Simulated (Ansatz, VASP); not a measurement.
**SnSe in VASP and in Ansatz**

```
Sn Se
1.0
     0.00000    3.00999    3.00999
     3.00999    0.00000    3.00999
     3.00999    3.00999    0.00000
Sn Se
1 1
Direct
  0.00000 0.00000 0.00000
  0.50000 0.50000 0.50000
```

Alike in both runs: task single point; functional revPBE; dispersion D3(BJ); k mesh 8 × 8 × 8; occupations gaussian, width 0.05 eV; no spin polarisation.

|  | VASP | Ansatz |
| --- | --- | --- |
| version | VASP 6.6.1 | Ansatz 0.2.0 |
| potentials or method | VASP PAW PBE potentials, release 64 (Sn_d, Se), cutoff 500 eV | scalar-relativistic, plane waves, PAW |
| valence electrons in the cell | 20 | 30 |

```csv
,VASP,Ansatz,Ansatz less VASP
gap on the k mesh at the Fermi level (eV),0.55,0.55,-0.001
least direct gap on the mesh (eV),0.55,0.55,-0.001
pressure (GPa),-2.0,-2.0,+0.02
```

VASP's potentials were made for PBE, not for revPBE. VASP's potentials hold 20 valence electrons a cell and Ansatz's 30, so a difference there can come from the potentials and not from the codes.
